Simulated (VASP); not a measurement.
Input of a VASP 6.6.1 run:

POSCAR

```
TiO2
1.0
    4.8034638742      0.0000000000     -0.0184775790
    0.0000000000      4.8665845341      0.0000000000
   -0.8448343849      0.0000000000      4.9689819188
Ti O
4 8
Direct
    0.2770109266      0.4454957368      0.7145491956
    0.7229890734      0.9454957368      0.7854508044
    0.7229890734      0.5545042632      0.2854508044
    0.2770109266      0.0545042632      0.2145491956
    0.4463089557      0.7419958939      0.9634471535
    0.5536910443      0.2419958939      0.5365528465
    0.5536910443      0.2580041061      0.0365528465
    0.4463089557      0.7580041061      0.4634471535
    0.0635758105      0.3224640599      0.3521157703
    0.9364241895      0.8224640599      0.1478842297
    0.9364241895      0.6775359401      0.6478842297
    0.0635758105      0.1775359401      0.8521157703
```

INCAR.step1

```
SYSTEM = TiO2
PREC = Accurate
ENCUT = 520
ISMEAR = -1
SIGMA = 0.02
LREAL = .False.
LASPH = .True.
NELM = 60
NBANDS = 60
GGA = PE
ALGO = Normal
EDIFF = 1E-4
LWAVE = .True.
LCHARG = .False.
```

Contents of INCAR.step2:

```
SYSTEM = TiO2
PREC = Accurate
ENCUT = 520
EDIFF = 1E-6
ISMEAR = -1
SIGMA = 0.02
LREAL = .False.
LASPH = .True.
NELM = 60
ALGO = Normal
ISIF = 2
LWAVE = .False.
LCHARG = .True.
METAGGA = R2SCAN
LMIXTAU = .True.
LELF = .True.
LVHAR = .True.
NBANDS = 60
ISTART = 1
```

Contents of KPOINTS:

```
Automatic mesh
0
Gamma
  6 6 6
  0 0 0
```

Potentials or basis: VASP PAW PBE potentials, release 64 (Ti_sv, O).

Command:

```bash
$ cat potpaw_PBE.64/Ti_sv/POTCAR potpaw_PBE.64/O/POTCAR > POTCAR
$ cp INCAR.step1 INCAR
$ mpirun -np 1 vasp_std > vasp.out
$ cp INCAR.step2 INCAR
$ mpirun -np 1 vasp_std > vasp.out
```

(1) Predict the largest force.

(2) What does it give for the pressure?

(3) Predict the band gap on the k mesh.

Results:

(1) 0.106 eV/Å.

(2) 2.0 GPa.

(3) 2.72 eV (least direct gap 2.82 eV).

Caveat: the PAW data sets were made with another functional, which shifts forces and pressure a little.
